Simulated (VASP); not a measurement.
Write the native input for VASP 6.6.1 that does the following.

```
Task                   : single point
Functional             : PBE
Potentials or basis    : VASP PAW PBE potentials, release 64 (Be, Zn, O_h)
Cutoff                 : 1340 eV
k mesh                 : 3 × 3 × 3
Occupations            : gaussian, width 0.15 eV
Spin                   : no spin polarisation
Dipole correction      : no
Further INCAR settings : ALGO = Normal; EDIFF = 1e-06; NBANDS = 26
```

The structure of Be2ZnO3 lies in POSCAR:

```
Be2ZnO3
1.0
    3.5051838229      0.0000000000      0.0000000000
    0.0000000000      3.5051838229      0.0000000000
    0.0000000000      0.0000000000      4.8726204776
Be Zn O
2 1 3
Direct
    0.5000000000      0.0000000000      0.9975357045
    0.0000000000      0.5000000000      0.9975357045
    0.5000000000      0.5000000000      0.4872492746
    0.5000000000      0.0000000000      0.3078915176
    0.0000000000      0.5000000000      0.3078915176
    0.0000000000      0.0000000000      0.8751366812
```

The cell was generated, and may not be a known phase.

These files were run (other wordings do the same):

INCAR

```
  PREC = Accurate
  ENCUT = 1340
  EDIFF = 1E-6
  ISMEAR = 0
  SIGMA = 0.15
  LREAL = F
  LASPH = T
  NELM = 120
  ALGO = Normal
  ISIF = 2
  LWAVE = F
  LCHARG = F
  GGA = PE
  NBANDS = 26
  GGA_COMPAT = F
```

KPOINTS

```
regular mesh
0
Gamma
  3 3 3
```

Potentials or basis: VASP PAW PBE potentials, release 64 (Be, Zn, O_h).

Run with:

```bash
$ cat potpaw_PBE.64/Be/POTCAR potpaw_PBE.64/Zn/POTCAR potpaw_PBE.64/O_h/POTCAR > POTCAR
$ mpirun -np 1 vasp_std > vasp.out
```

It gave:

* Pressure: -0.3 GPa
* Largest force: 0.067 eV/Å
* Band gap on the k mesh: zero (bands 17 and 18 overlap by 0.54 eV)

Caveat: the k points lie up to 0.60 Å⁻¹ apart, too coarse for converged energies and pressures of a metal; semilocal functionals underestimate gaps, and a narrow one can read as zero.

Run time: 49 s on 1 thread of AMD EPYC 7R43 64-Core Processor (Zen 3), with other jobs on the host, peak memory 0.29 GiB.
